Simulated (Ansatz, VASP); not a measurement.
## Ba2C in VASP and in Ansatz

INCAR

```
SYSTEM = Ba2C
  PREC = Accurate
  ENCUT = 600
  EDIFF = 1E-6
  ISMEAR = 0
  SIGMA = 0.1
  LREAL = .FALSE.
  LASPH = .TRUE.
  NELM = 80
  ALGO = Normal
  ISIF = 3
  LWAVE = .FALSE.
  LCHARG = .FALSE.
  GGA = PE
  IBRION = 2
  NSW = 90
  EDIFFG = -0.04
```

File KPOINTS:

```
Automatic mesh
0
G
  3 3 4
  0 0 0
```

POSCAR

```
Ba2C
1.0
    5.7951470200      0.0000000000      0.0000000000
   -2.8975735100      5.0187445400      0.0000000000
    0.0000000000      0.0000000000      5.7389557400
Ba C
4 2
Direct
    0.8281341900      0.1718658100      0.2020438300
    0.8281341900      0.6562683800      0.2020438300
    0.3437316200      0.1718658100      0.2020438300
    0.3333333300      0.6666666700      0.9930079200
    0.6666666700      0.3333333300      0.3822070000
    0.0000000000      0.0000000000      0.8555184000
```

Input for Ansatz:

```yaml
crystal:
  lattice:
    - [5.79514702, 0.0, 0.0]
    - [-2.89757351, 5.01874454, 0.0]
    - [0.0, 0.0, 5.73895574]
  atoms:
    - { symbol: Ba, position: [0.82813419, 0.17186581, 0.20204383] }
    - { symbol: Ba, position: [0.82813419, 0.65626838, 0.20204383] }
    - { symbol: Ba, position: [0.34373162, 0.17186581, 0.20204383] }
    - { symbol: Ba, position: [0.33333333, 0.66666667, 0.99300792] }
    - { symbol: C, position: [0.66666667, 0.33333333, 0.382207] }
    - { symbol: C, position: [0.0, 0.0, 0.8555184] }
basis:
  ecutwfc: 420
kpoints:
  mp_grid: { grid: [3, 3, 4] }
hamiltonian:
  xc: pbe
scf:
  occupations: { method: gaussian, width: 0.1 }
  lower_state_search: "off"
output:
  forces: true
  stress: true
  eigenvalues: true
relax:
  adjacent_minimum: "off"
  f_tol: 0.04
  max_steps: 70
  cell: { stress_tol: 0.4 }
```

Alike in both runs: task relaxation of cell and atoms; functional PBE; k mesh 3 × 3 × 4; occupations gaussian, width 0.1 eV; no spin polarisation.

|  | VASP | Ansatz |
| --- | --- | --- |
| version | VASP 6.6.1 | Ansatz 0.2.0 |
| potentials or method | VASP PAW PBE potentials, release 64 (Ba_sv, C), cutoff 600 eV | scalar-relativistic, plane waves, PAW |
| valence electrons in the cell | 48 | 48 |

|  | VASP | Ansatz | Ansatz less VASP |
| --- | --- | --- | --- |
| gap on the k mesh at the Fermi level, each at its own relaxed structure (eV) | none | none | - |
| relaxed volume (Å³/atom) | 33.13 | 32.67 | -0.459 |
| relaxed cell length with the largest relative difference (Å) | 4.002 | 3.957 | -0.0450 |

A gap of «none» marks a metal or a gap that the smearing closes.

The k mesh is coarse, so the values compare programs but aren't converged. Neither program's run includes spin-orbit coupling. Noted on VASP's run: the volume moved by over 15 % at a fixed basis, so the end points are rough.
